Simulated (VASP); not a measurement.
**Be4Si: single point with r2SCAN**

The system is Be4Si.

```
CELL_PARAMETERS angstrom
3.60648 0.00000 0.00000
0.00000 3.60648 0.00000
0.00000 0.00000 7.54696
ATOMIC_POSITIONS crystal
Be 0.00000 0.00000 0.00000
Be 0.50000 0.50000 0.00000
Be 0.00000 0.50000 0.48100
Be 0.50000 0.00000 0.51900
Be 0.00000 0.00000 0.30400
Be 0.50000 0.50000 0.30400
Be 0.50000 0.50000 0.69600
Be 0.00000 0.00000 0.69600
Si 0.00000 0.50000 0.16900
Si 0.50000 0.00000 0.83100
```

| Property | Result |
| --- | --- |
| Program | VASP 6.6.1 |
| Task | single point |
| Functional | r2SCAN |
| Potentials or basis | VASP PAW PBE potentials, release 64 (Be, Si) |
| Cutoff | 520 eV |
| k mesh | 7 × 7 × 4 |
| Occupations | tetrahedron |
| Spin | no spin polarisation |
| Dipole correction | no |
| Further INCAR settings | ALGO = Normal; EDIFF = 1e-06; NBANDS = 23 |

```yaml
Pressure: 11.7 GPa
Largest_force: 2.153 eV/Å
Band_gap_on_the_k_mesh: zero (band 12 reaches 8.45 eV, above the bottom of band 13 at 7.27 eV)
```

Forces on the atoms (eV/Å):
```
Be   0.000  0.000  0.000
Be   0.000  0.000  0.000
Be   0.000  0.000  0.797
Be   0.000  0.000 -0.797
Be   0.000  0.000  2.153
Be   0.000  0.000  2.153
Be   0.000  0.000 -2.153
Be   0.000  0.000 -2.153
Si   0.000  0.000 -2.089
Si   0.000  0.000  2.089
```

Stress tensor (GPa, compression positive):
```
13.36  0.00  0.00
 0.00 13.36  0.00
 0.00  0.00  8.42
```

Levels at points of the mesh, in eV from the Fermi level:
```
           k point  band 10  band 11  band 12  band 13  band 14  band 15
(0.00, 0.00, 0.00)    -1.89    -1.89    -0.82    -0.61     0.00     1.45
(0.00, 0.00, 0.50)    -0.81    -0.62    -0.01     0.06     0.16     0.16
```

Wall time 3.3 min on 1 thread of AMD EPYC 7R13 Processor (Zen 3) (shared host), peak memory 0.2 GiB.

Caveat: the PAW data sets were made with another functional, which shifts forces and pressure a little; tetrahedron occupations give inexact forces and stress in metals.
